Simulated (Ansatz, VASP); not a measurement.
## Two plane-wave programs on Re

Contents of INCAR:

```
PREC = Accurate
ENCUT = 520
EDIFF = 1E-7
ISMEAR = 0
SIGMA = 0.15
LREAL = False
LASPH = True
NELM = 60
ALGO = Fast
ISIF = 2
LWAVE = False
LCHARG = True
GGA = PS
LELF = True
LVHAR = True
NBANDS = 10
```

File KPOINTS:

```
Automatic mesh
0
Gamma
  22 22 22
```

File POSCAR:

```
Re
1.0
    0.0000000000      2.2169741472      1.5674007220
    2.2169741472      0.0000000000      1.5674007220
    2.2169741472      2.2169741472      0.0000000000
Re
1
Direct
    0.0000000000      0.0000000000      0.0000000000
```

Input for Ansatz:

```yaml
crystal:
  lattice:
    - [0.0, 2.2169741472, 1.567400722]
    - [2.2169741472, 0.0, 1.567400722]
    - [2.2169741472, 2.2169741472, 0.0]
  atoms:
    - { symbol: Re, position: [0.0, 0.0, 0.0] }
basis:
  ecutwfc: 420
kpoints:
  mp_grid: { grid: [22, 22, 22] }
hamiltonian:
  xc: pbesol
scf:
  occupations: { method: gaussian, width: 0.15 }
output:
  forces: true
  stress: true
  eigenvalues: true
```

Alike in both runs: task single point; functional PBEsol; k mesh 22 × 22 × 22; occupations gaussian, width 0.15 eV; no spin polarisation.

```csv
,VASP,Ansatz
version,VASP 6.6.1,Ansatz 0.2.0
potentials or method,"VASP PAW PBE potentials, release 64 (Re), cutoff 520 eV","scalar-relativistic, plane waves, PAW"
valence electrons in the cell,7,15
```

VASP gave:

```
gap on the k mesh at the Fermi level (eV) : none
pressure (GPa)                            : -16.8
```

Question: Estimate Ansatz's values.

Answer: gap on the k mesh at the Fermi level (eV): none; pressure (GPa): -16.4.

VASP's potentials were made for PBE, not for PBEsol. A gap of «none» marks a metal or a gap that the smearing closes. VASP's potentials hold 7 valence electrons a cell and Ansatz's 15, so a difference there can come from the potentials and not from the codes.

Spin-orbit coupling is off throughout.
